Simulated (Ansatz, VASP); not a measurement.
## One calculation of Sb, two programs

The input POSCAR:

```
Sb
1.0
    3.3490885180      0.0000000000      0.0000000000
   -1.6745442590      2.9003957361      0.0000000000
    0.0000000000      0.0000000000      5.5698207608
Sb
2
Direct
    0.3333333333      0.6666666667      0.2500000000
    0.6666666667      0.3333333333      0.7500000000
```

The input INCAR.step1:

```
PREC = Accurate ; ENCUT = 520
ISMEAR = -1 ; SIGMA = 0.1
LREAL = F ; LASPH = T
NELM = 80 ; NBANDS = 12
GGA = PE ; ALGO = Normal
EDIFF = 1E-4 ; LWAVE = T
LCHARG = F
```

The input INCAR.step2:

```
PREC = Accurate ; ENCUT = 520
EDIFF = 1E-6 ; ISMEAR = -1
SIGMA = 0.1 ; LREAL = F
LASPH = T ; NELM = 80
ALGO = Normal ; ISIF = 2
LWAVE = F ; LCHARG = F
METAGGA = R2SCAN ; LMIXTAU = T
NBANDS = 12 ; ISTART = 1
```

File KPOINTS:

```
regular mesh
0
Gamma
  12 12 7
```

Input for Ansatz:

```yaml
crystal:
  lattice:
    - [3.349088518, 0.0, 0.0]
    - [-1.674544259, 2.9003957361, 0.0]
    - [0.0, 0.0, 5.5698207608]
  atoms:
    - { symbol: Sb, position: [0.3333333333, 0.6666666667, 0.25] }
    - { symbol: Sb, position: [0.6666666667, 0.3333333333, 0.75] }
hamiltonian:
  xc: r2scan
  pseudopotentials:
    kind: paw
    azcp:
      Sb: "pseudopotentials/Sb.paw.azcp"
basis:
  ecutwfc: 500
  fft_grid_basis: typed
kpoints:
  mp_grid: { grid: [12, 12, 7], shift: [0, 0, 0] }
magnetization:
  spin_polarized: false
scf:
  occupations: { method: fermi_dirac, width: 0.1 }
  lower_state_search: "off"
output:
  stress: true
```

Alike in both runs: task single point; functional r2SCAN; k mesh 12 × 12 × 7; occupations fermi-dirac, width 0.1 eV; no spin polarisation.

```csv
,VASP,Ansatz
version,VASP 6.6.1,Ansatz 0.2.0
potentials or method,"VASP PAW PBE potentials, release 64 (Sb), cutoff 520 eV","plane waves (500 eV) with PAW, scalar-relativistic"
valence electrons in the cell,10,30
```

```tsv
	VASP	Ansatz	Ansatz less VASP
pressure (GPa)	0.2	0.3	+0.11
traceless stress, the component that is largest in VASP (GPa)	-0.36	-0.36	+0.001
```

VASP's potentials were made for PBE, not for r2SCAN. VASP's potentials hold 10 valence electrons a cell and Ansatz's 30, so a difference there can come from the potentials and not from the codes.

Spin-orbit coupling is off throughout.
